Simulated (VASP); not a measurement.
GaP, 2 atoms in the cell. The structure is cubic, space group F-43m (No. 216). Conventional cell: a = 5.230 Å, b = 5.230 Å, c = 5.230 Å, α = 90.00°, β = 90.00°, γ = 90.00°. Within 3.0 Å of Ga (site symmetry -43m) lie 4 P at 2.26 Å. Within 3.0 Å of P (site symmetry -43m) lie 4 Ga at 2.26 Å.  This cell differs from its parent crystal: strain -0.050 along x and y, -0.050 along z.

- Program: VASP 6.6.1
- Task: single point
- Functional: PBE
- Potentials or basis: VASP PAW PBE potentials, release 64 (Ga_d, P)
- Cutoff: 520 eV
- k mesh: 8 × 8 × 8
- Occupations: gaussian, width 0.05 eV
- Spin: no spin polarisation
- Dipole correction: no
- Further INCAR settings: ALGO = Normal; EDIFF = 1e-06; NBANDS = 16

Potentials or basis: VASP PAW PBE potentials, release 64 (Ga_d, P).

Launch:

```console
$ cat potpaw_PBE.64/Ga_d/POTCAR potpaw_PBE.64/P/POTCAR > POTCAR
$ mpirun -np 1 vasp_std > vasp.out
```

Hardware: 1 thread of AMD EPYC 7R43 64-Core Processor (Zen 3), with other jobs on the host.

**Question.** How long does it take, and how much memory?

**Answer.** Wall time 28 s on 1 thread of AMD EPYC 7R43 64-Core Processor (Zen 3) (shared host), peak memory 0.12 GiB. Counts: scf iterations 12, k points 29.
